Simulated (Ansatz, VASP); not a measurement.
One calculation of HfO2, two programs

INCAR

```
PREC     = Accurate       # precision mode
ENCUT    = 520            # plane-wave cutoff, eV
EDIFF    = 1E-7           # SCF threshold, eV
ISMEAR   = 0              # smearing method
SIGMA    = 0.01           # smearing width, eV
LREAL    = False          # projectors in reciprocal space
LASPH    = True           # aspherical terms in the spheres
NELM     = 100            # most SCF steps
ALGO     = Normal         # electronic algorithm
ISIF     = 2              # what is computed and relaxed
LWAVE    = False          # write WAVECAR
LCHARG   = False          # write CHGCAR
GGA      = PE             # functional
IVDW     = 12             # dispersion correction
NBANDS   = 18             # bands
```

Contents of KPOINTS:

```
Automatic mesh
0
Gamma
  6 6 6
```

File POSCAR:

```
HfO2
1.0
    0.0000000000      2.5403350533      2.5403350533
    2.5403350533      0.0000000000      2.5403350533
    2.5403350533      2.5403350533      0.0000000000
Hf O
1 2
Direct
    0.0000000000      0.0000000000      0.0000000000
    0.2500000000      0.2500000000      0.2500000000
    0.7500000000      0.7500000000      0.7500000000
```

Input for Ansatz:

```yaml
crystal:
  lattice:
    - [0.0, 2.5403350532799798, 2.5403350532799798]
    - [2.5403350532799798, 0.0, 2.5403350532799798]
    - [2.5403350532799798, 2.5403350532799798, 0.0]
  atoms:
    - { symbol: Hf, position: [0.0, 0.0, 0.0] }
    - { symbol: O, position: [0.25, 0.25, 0.25] }
    - { symbol: O, position: [0.75, 0.75, 0.75] }
basis:
  ecutwfc: 435.382179935808
kpoints:
  mp_grid:
    grid: [6, 6, 6]
hamiltonian:
  xc: pbe
  dispersion: d3bj
scf:
  occupations:
    method: fixed
output:
  stress: true
```

Alike in both runs: task single point; functional PBE; dispersion D3(BJ); k mesh 6 × 6 × 6; no spin polarisation.

|  | VASP | Ansatz |
| --- | --- | --- |
| version | VASP 6.6.1 | Ansatz 0.2.0 |
| potentials or method | VASP PAW PBE potentials, release 64 (Hf_pv, O), cutoff 520 eV | plane waves, PAW |
| occupations | gaussian, width 0.01 eV | fixed |
| valence electrons in the cell | 22 | 38 |

Ansatz gave:

```
pressure (GPa) : -1.2
```

Problem. Which values does VASP return?

Solution. Pressure (GPa): -4.9.

VASP's potentials hold 22 valence electrons a cell and Ansatz's 38, so a difference there can come from the potentials and not from the codes.

Neither program's run includes spin-orbit coupling.
